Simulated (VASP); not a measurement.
Here is a VASP 6.6.1 calculation.

Contents of INCAR:

```
ALGO = Normal
EDIFF = 1E-7
ENCUT = 520
GGA = CA
ISIF = 2
ISMEAR = -1
LASPH = True
LCHARG = False
LREAL = False
LWAVE = False
NBANDS = 26
NELM = 80
PREC = Accurate
SIGMA = 0.05
```

KPOINTS

```
k-points
0
Gamma
  6 6 5
```

POSCAR

```
HgTe
1.0
    3.0318977528     -3.5125517187      0.0000000000
    3.0318977528      3.5125517187      0.0000000000
    0.0000000000      0.0000000000      5.8744572894
Hg Te
2 2
Direct
    0.6569500000      0.3430500000      0.2500000000
    0.3430500000      0.6569500000      0.7500000000
    0.2151910000      0.7848090000      0.2500000000
    0.7848090000      0.2151910000      0.7500000000
```

Potentials or basis: VASP PAW LDA potentials, release 64 (Hg, Te).

The run is started by

```bash
$ cat potpaw_LDA.64/Hg/POTCAR potpaw_LDA.64/Te/POTCAR > POTCAR
$ mpirun -np 1 vasp_std > vasp.out
```

**Question.** Estimate the largest force.

**Answer.** 0.350 eV/Å.

**Question.** Predict the pressure.

**Answer.** -5.9 GPa.

**Question.** What does it give for the band gap on the k mesh?

**Answer.** Zero (band 18 reaches 3.56 eV, above the bottom of band 19 at 1.67 eV).

Forces on the atoms (eV/Å):
```
Hg   0.000  0.025  0.000
Hg   0.000 -0.025  0.000
Te   0.000 -0.350  0.000
Te   0.000  0.350  0.000
```

Caveat: spin-orbit coupling is left out, which moves the levels of the heavy elements.
